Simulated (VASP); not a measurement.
# Mg (P6_3/mmc) in VASP: a series of runs, part 3 of 3

VASP 6.6.1. The steps go on from the part before.

## (5) Electric field gradients, PBE (volume scaled by 1.01)

INCAR

```
SYSTEM = Mg
PREC = Accurate ; ENCUT = 520
EDIFF = 1E-8 ; ISMEAR = -1
SIGMA = 0.08 ; LREAL = .FALSE.
LASPH = .TRUE. ; NELM = 80
ALGO = Normal ; ISIF = 2
LWAVE = .FALSE. ; LCHARG = .FALSE.
GGA = PE ; LEFG = .TRUE.
NBANDS = 9
```

KPOINTS

```
Automatic mesh
0
G
  12 12 7
  0 0 0
```

POSCAR

```
Mg
1.0
    3.2199336425      0.0000000000      0.0000000000
   -1.6099668212      2.7885443329      0.0000000000
    0.0000000000      0.0000000000      5.2276401936
Mg
2
Direct
    0.3333333333      0.6666666667      0.2500000000
    0.6666666667      0.3333333333      0.7500000000
```

Potentials or basis: VASP PAW PBE potentials, release 64 (Mg).

Command:

```bash
cat potpaw_PBE.64/Mg/POTCAR > POTCAR
mpirun -np 1 vasp_std > vasp.out
```

OUTCAR:

```text
SYSTEM = Mg
   PREC = Accurate
   ENCUT = 520
   EDIFF = 1E-8
   ISMEAR = -1
   LREAL = .FALSE.
   LASPH = .TRUE.
   NELM = 80
   ISIF = 2
   GGA = PE

 ion  position               nearest neighbor table
   1  0.333  0.667  0.250-   2 3.21   2 3.21   2 3.21   2 3.21   2 3.21   2 3.21
   2  0.667  0.333  0.750-   1 3.21   1 3.21   1 3.21   1 3.21   1 3.21   1 3.21

  LATTYP: Found a hexagonal cell.
 ALAT       =     3.2199336425
 C/A-ratio  =     1.6235242008

  Lattice vectors:

 A1 = (   3.2199336425,   0.0000000000,   0.0000000000)
 A2 = (  -1.6099668212,   2.7885443329,   0.0000000000)
 A3 = (   0.0000000000,   0.0000000000,   5.2276401936)

Analysis of symmetry for initial positions (statically):
=====================================================================
 Subroutine PRICEL returns:
 Original cell was already a primitive cell.

 Routine SETGRP: Setting up the symmetry group for a
 hexagonal supercell.

 Subroutine GETGRP returns: Found 24 space group operations
 (whereof 12 operations were pure point group operations)
 out of a pool of 24 trial point group operations.

The static configuration has the point symmetry D_3d.
 The point group associated with its full space group is D_6h.

Analysis of symmetry for dynamics (positions and initial velocities):
=====================================================================
 Subroutine PRICEL returns:
 Original cell was already a primitive cell.

 Routine SETGRP: Setting up the symmetry group for a
 hexagonal supercell.

 Subroutine GETGRP returns: Found 24 space group operations
 (whereof 12 operations were pure point group operations)
 out of a pool of 24 trial point group operations.

The dynamic configuration has the point symmetry D_3d.
 The point group associated with its full space group is D_6h.

 Subroutine INISYM returns: Found 24 space group operations
 (whereof 12 operations are pure point group operations),
 and found     1 'primitive' translations

----------------------------------------------------------------------------------------

                                     Primitive cell

  volume of cell :      46.9386

  direct lattice vectors                    reciprocal lattice vectors
     3.219933643  0.000000000  0.000000000     0.310565406  0.179305021  0.000000000
    -1.609966821  2.788544333  0.000000000     0.000000000  0.358610042  0.000000000
     0.000000000  0.000000000  5.227640194     0.000000000  0.000000000  0.191290900

  length of vectors
     3.219933643  3.219933642  5.227640194     0.358610042  0.358610042  0.191290900

  position of ions in fractional coordinates (direct lattice)
     0.333333333  0.666666667  0.250000000
     0.666666667  0.333333333  0.750000000

  ion indices of the primitive-cell ions
   primitive index   ion index
                 1           1
                 2           2

----------------------------------------------------------------------------------------

 KPOINTS: Automatic mesh

Automatic generation of k-mesh.
 Grid dimensions read from file:
 generate k-points for:   12   12    7

 Generating k-lattice:
[... 72 lines left out ...]
   PSTRESS=    0.0 pullay stress
   NELECT =       4.0000    total number of electrons
   NUPDOWN=      -1.0000    fix difference up-down
   EMIN   =  10.00;   EMAX   =-10.00  energy-range for DOS
   EFERMI =   0.00;   METHOD = LEGACY
   ISMEAR =    -1;   SIGMA  =   0.08  broadening in eV -4-tet -1-fermi 0-gaus
   EFERMI_NEDOS =   21; number of points for ismear=-14 and -15
   IALGO  =     38    algorithm
   IMIX   =      4    mixing-type and parameters
     AMIX     =   0.40;   BMIX     =  1.00
     AMIX_MAG =   1.60;   BMIX_MAG =  1.00
  volume/ion in A,a.u.               =      23.47       158.38
  Fermi-wavevector in a.u.,A,eV,Ry     =   0.720418  1.361393  7.061459  0.519003
  Thomas-Fermi vector in A             =   1.809865
   LORBIT       =      0    0 simple, 1 ext, 2 COOP (PROOUT), +10 PAW based schemes
   GGA     = PE    functional components
   LHFCALC =     F    Hartree Fock is set to
   AEXX    =    0.0000 exact exchange contribution
   IVDW    =     0    specifies the selected vdW correction
   LEPSILON=     F    determine dielectric tensor
   LRPA    =     F    only Hartree local field effects (RPA)
 non-spin polarized calculation
  energy-cutoff  :      520.00
  volume of cell :       46.94
 maximum number of plane-waves:      1284
 NGX is ok and might be reduce to    24
   NGX = 11   NGY = 11   NGZ = 19

 number of electron       4.0000000 magnetization

 Free energy of the ion-electron system (eV)
  ---------------------------------------------------
  ext. energy  EPLUGINS =         0.00000000
  ---------------------------------------------------
  free energy    TOTEN  =        -3.01821979 eV

  energy without entropy =       -2.99988251  energy(sigma->0) =       -3.00905115

 E-fermi :   2.4802     XC(G=0):  -8.4232

 val. band max:        2.4781686118   @ k =   0.2500   0.0833   0.0000
 cond. band min:       2.5934061960   @ k =   0.4167   0.0833   0.2857
 fundamental gap:      0.1152375842
 Fermi energy:         2.4801695994

 k-point     1 :       0.0000    0.0000    0.0000
  band No.  band energies     occupation
      1      -4.3177      2.00000
      2       0.8724      2.00000
      3       1.2762      2.00000
      4      13.3308      0.00000
      5      13.3308      0.00000
      6      13.4001      0.00000
      7      13.4001      0.00000
      8      14.2231      0.00000
      9      15.7402      0.00000
[... 265 lines left out ...]
 k-point    24 :       0.3333    0.0000    0.1429
  band No.  band energies     occupation
      1      -2.0746      2.00000
      2       1.6784      1.99991
      3       3.9513      0.00000
      4       4.9647      0.00000
      5       7.7117      0.00000
      6       9.8305      0.00000
      7      10.0448      0.00000
      8      11.7191      0.00000
      9      13.1587      0.00000

 [... further k-points ...]
[... 5 lines left out ...]
  --------------------------------------------------------------------------------------
  -------------------------------------------------------------------------------------
  Total       -0.1905322     -0.1905322     -0.4157910     -0.0000000      0.0000000     -0.0000000
  in kB       -6.5035258     -6.5035258    -14.1923873     -0.0000000      0.0000000     -0.0000000
  external PRESSURE =      -9.0664796 kB  Pullay stress =       0.0000000 kB

 VOLUME and BASIS-vectors are now :
 -----------------------------------------------------------------------------
  energy-cutoff  :      520.00
  volume of cell :       46.94
      direct lattice vectors                 reciprocal lattice vectors
     3.219933643  0.000000000  0.000000000     0.310565406  0.179305021  0.000000000
    -1.609966821  2.788544333  0.000000000     0.000000000  0.358610042  0.000000000
     0.000000000  0.000000000  5.227640194     0.000000000  0.000000000  0.191290900

 POSITION                                       TOTAL-FORCE (eV/Angst)
 -----------------------------------------------------------------------------------
     -0.00000      1.85903      1.30691        -0.000000     -0.000000      0.000000
      1.60997      0.92951      3.92073         0.000000      0.000000      0.000000
 -----------------------------------------------------------------------------------
    total drift:                                0.000000     -0.000000      0.000000

  FREE ENERGIE OF THE ION-ELECTRON SYSTEM (eV)
  ---------------------------------------------------
  free  energy   TOTEN  =        -3.0182197924 eV

  energy  without entropy=       -2.9998825093  energy(sigma->0) =       -3.00905115

 Electric field gradients (V/A^2)
---------------------------------------------------------------------
 ion       V_xx      V_yy      V_zz      V_xy      V_xz      V_yz
---------------------------------------------------------------------
   1      -0.490    -0.490     0.981     0.000    -0.000     0.000
   2      -0.490    -0.490     0.981     0.000     0.000    -0.000
---------------------------------------------------------------------

 Electric field gradients after diagonalization (V/A^2)
 (convention: |V_zz| > |V_xx| > |V_yy|)
----------------------------------------------------------------------
 ion       V_xx      V_yy      V_zz     asymmetry (V_yy - V_xx)/ V_zz
----------------------------------------------------------------------
   1      -0.490    -0.490     0.981       0.000
   2      -0.490    -0.490     0.981       0.000
----------------------------------------------------------------------

           NMR quadrupolar parameters

 Cq : quadrupolar parameter    Cq=e*Q*V_zz/h
 eta: asymmetry parameters     (V_yy - V_xx)/ V_zz
 Q  : nuclear electric quadrupole moment in mb (millibarn)
----------------------------------------------------------------------
 ion       Cq(MHz)       eta       Q (mb)
----------------------------------------------------------------------
   1       0.002       0.000       1.000
   2       0.002       0.000       1.000
----------------------------------------------------------------------
```

OSZICAR:

```text
N       E                     dE             d eps       ncg     rms          rms(c)
DAV:   1    -0.304480244619E+00   -0.30448E+00   -0.12088E+03  1368   0.304E+02
DAV:   2    -0.299149547322E+01   -0.26870E+01   -0.26266E+01  1871   0.273E+01
DAV:   3    -0.303153141807E+01   -0.40036E-01   -0.39750E-01  1749   0.273E+00
DAV:   4    -0.303167859604E+01   -0.14718E-03   -0.14717E-03  1761   0.162E-01
DAV:   5    -0.303167938259E+01   -0.78655E-06   -0.78641E-06  1773   0.107E-02    0.965E-01
DAV:   6    -0.302572829983E+01    0.59511E-02   -0.67946E-04  1589   0.201E-01    0.619E-01
DAV:   7    -0.301820819498E+01    0.75201E-02   -0.26613E-03  1412   0.350E-01    0.347E-02
DAV:   8    -0.301822157513E+01   -0.13380E-04   -0.17653E-05  1976   0.252E-02    0.778E-03
DAV:   9    -0.301822010097E+01    0.14742E-05   -0.12828E-06  1514   0.541E-03    0.614E-04
DAV:  10    -0.301821984366E+01    0.25731E-06   -0.58397E-09  1881   0.451E-04    0.168E-04
DAV:  11    -0.301821979347E+01    0.50196E-07   -0.68432E-10   837   0.181E-04    0.166E-05
DAV:  12    -0.301821979244E+01    0.10275E-08   -0.11216E-11   787   0.190E-05
   1 F= -.30182198E+01 E0= -.30090512E+01  d E =-.183373E-01
```

Run time: 18 s. Hardware: 1 thread of Intel Xeon Platinum 8488C (Sapphire Rapids), shared host; peak memory 0.17 GiB.

What came out:

```yaml
Free_energy: -3.0182 eV
Pressure: -0.9 GPa
Band_gap_on_the_k_mesh: zero (band 2 reaches 3.51 eV, above the bottom of band 3 at 1.28 eV)
```

Electric field gradients, principal values (V/Å²):
```tsv
atom	least	middle	greatest (by size)
1 Mg	-0.490	-0.490	0.981
2 Mg	-0.490	-0.490	0.981
```

Caveat: without QUAD_EFG the Cq values of the log hold for a quadrupole moment of 1 mb, not for the nuclei.

## (6) Electric field gradients, PBE (volume scaled by 1.04)

INCAR

```
PREC = Accurate ; ENCUT = 520
EDIFF = 1E-8 ; ISMEAR = -1
SIGMA = 0.08 ; LREAL = F
LASPH = T ; NELM = 100
ALGO = Normal ; ISIF = 2
LWAVE = F ; LCHARG = F
GGA = PE ; LEFG = T
NBANDS = 9
```

KPOINTS

```
regular mesh
0
Gamma
  12 12 7
```

POSCAR

```
Mg
1.0
    3.2515036326      0.0000000000      0.0000000000
   -1.6257518162      2.8158847463      0.0000000000
    0.0000000000      0.0000000000      5.2788948365
Mg
2
Direct
    0.3333333333      0.6666666667      0.2500000000
    0.6666666667      0.3333333333      0.7500000000
```

Potentials or basis: VASP PAW PBE potentials, release 64 (Mg).

Command:

```bash
cat potpaw_PBE.64/Mg/POTCAR > POTCAR
mpirun -np 1 vasp_std > vasp.out
```

OUTCAR:

```text
PREC = Accurate
   ENCUT = 520
   EDIFF = 1E-8
   ISMEAR = -1
   LREAL = F
   LASPH = T
   NELM = 100
   ISIF = 2
   GGA = PE

 ion  position               nearest neighbor table
   1  0.333  0.667  0.250-   2 3.24   2 3.24   2 3.24   2 3.24   2 3.24   2 3.24
   2  0.667  0.333  0.750-   1 3.24   1 3.24   1 3.24   1 3.24   1 3.24   1 3.24

  LATTYP: Found a hexagonal cell.
 ALAT       =     3.2515036326
 C/A-ratio  =     1.6235242008

  Lattice vectors:

[... 501 lines left out ...]

  FREE ENERGIE OF THE ION-ELECTRON SYSTEM (eV)
  ---------------------------------------------------
  free  energy   TOTEN  =        -3.0063140699 eV

  energy  without entropy=       -2.9873143350  energy(sigma->0) =       -2.99681420

 Electric field gradients (V/A^2)
---------------------------------------------------------------------
 ion       V_xx      V_yy      V_zz      V_xy      V_xz      V_yz
---------------------------------------------------------------------
   1      -0.482    -0.482     0.964     0.000    -0.000     0.000
   2      -0.482    -0.482     0.964     0.000     0.000    -0.000
---------------------------------------------------------------------

 Electric field gradients after diagonalization (V/A^2)
 (convention: |V_zz| > |V_xx| > |V_yy|)
----------------------------------------------------------------------
 ion       V_xx      V_yy      V_zz     asymmetry (V_yy - V_xx)/ V_zz
----------------------------------------------------------------------
   1      -0.482    -0.482     0.964       0.000
   2      -0.482    -0.482     0.964       0.000
----------------------------------------------------------------------

           NMR quadrupolar parameters

 Cq : quadrupolar parameter    Cq=e*Q*V_zz/h
 eta: asymmetry parameters     (V_yy - V_xx)/ V_zz
 Q  : nuclear electric quadrupole moment in mb (millibarn)
----------------------------------------------------------------------
 ion       Cq(MHz)       eta       Q (mb)
----------------------------------------------------------------------
   1       0.002       0.000       1.000
   2       0.002       0.000       1.000
----------------------------------------------------------------------
```

It took 21 s on 1 thread of Intel Xeon Platinum 8488C (Sapphire Rapids), shared host; peak memory 0.17 GiB.

Results:

* Free energy: -3.0063 eV
* Pressure: -1.8 GPa
* Band gap on the k mesh: zero (band 2 reaches 3.36 eV, above the bottom of band 3 at 1.13 eV)

Levels at points of the mesh, in eV from the Fermi level:
| k point | band 1 | band 2 | band 3 | band 4 | band 5 |
| --- | --- | --- | --- | --- | --- |
| (0.00, 0.00, 0.00) | -6.68 | -1.56 | -1.21 | 10.68 | 10.68 |
| (0.50, 0.00, 0.00) | -2.05 | -2.02 | 2.62 | 3.04 | 3.17 |

Electric field gradients, principal values (V/Å²):
| atom | least | middle | greatest (by size) |
| --- | --- | --- | --- |
| 1 Mg | -0.482 | -0.482 | 0.964 |
| 2 Mg | -0.482 | -0.482 | 0.964 |

Caveat: without QUAD_EFG the Cq values of the log hold for a quadrupole moment of 1 mb, not for the nuclei.

## (7) The runs side by side

```tsv
cell	gap on the mesh (eV)	pressure (GPa)
a = 3.166, b = 3.166, c = 5.140 Å, angles 90.0, 90.0, 120.0°, 2 atoms	none	0.9
a = 3.188, b = 3.188, c = 5.175 Å, angles 90.0, 90.0, 120.0°, 2 atoms	none	0.1
a = 3.199, b = 3.199, c = 5.193 Å, angles 90.0, 90.0, 120.0°, 2 atoms	none	-0.2
a = 3.220, b = 3.220, c = 5.228 Å, angles 90.0, 90.0, 120.0°, 2 atoms	none	-0.9
a = 3.252, b = 3.252, c = 5.279 Å, angles 90.0, 90.0, 120.0°, 2 atoms	none	-1.8
```

Alike in all rows: task electric field gradients; level PBE; potentials or basis VASP PAW PBE potentials, release 64 (Mg); no spin polarisation; k mesh 12 × 12 × 7; cutoff (eV) 520; smearing fermi-dirac 0.08 eV.

Total energies depend on the potentials used, so only differences within one code and one set of settings carry meaning.
